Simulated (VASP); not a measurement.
Zn, 1 atom in the cell. Symmetry: Fm-3m, No. 225, cubic system. Conventional cell: a = 3.930 Å, b = 3.930 Å, c = 3.930 Å, α = 90.00°, β = 90.00°, γ = 90.00°. Within 3.7 Å of Zn (site symmetry m-3m) lie 12 Zn at 2.78 Å. This isn't the form of Zn at room conditions, which is hcp.

| Item | Value |
| --- | --- |
| Program | VASP 6.6.1 |
| Task | single point |
| Functional | PBE-based screened hybrid with 25 % exact exchange |
| Potentials or basis | VASP PAW PBE potentials, release 64 (Zn) |
| Cutoff | 400 eV |
| k mesh | 6 × 6 × 6 |
| Occupations | fermi-dirac, width 0.05 eV |
| Spin | no spin polarisation |
| Dipole correction | no |
| Grid for exact exchange (PRECFOCK) | Normal |
| Share of exact exchange | 0.25 |
| Further INCAR settings | ALGO = Normal; EDIFF = 1e-06; NBANDS = 12 |
| Screening parameter | 0.3 1/Å |

Potentials or basis: VASP PAW PBE potentials, release 64 (Zn).

Command:

```bash
$ cat potpaw_PBE.64/Zn/POTCAR > POTCAR
$ cp INCAR.step1 INCAR
$ mpirun -np 1 vasp_std > vasp.out
$ cp INCAR.step2 INCAR
$ mpirun -np 1 vasp_std > vasp.out
```

Hardware: 1 thread of Intel(R) Xeon(R) Platinum 8375C CPU @ 2.90GHz (Ice Lake), on a shared host.

Estimate the wall time of this run.

It took 5.8 min on 1 thread of Intel(R) Xeon(R) Platinum 8375C CPU @ 2.90GHz (Ice Lake), on a shared host, peak memory 0.21 GiB. Counts: k points 16.
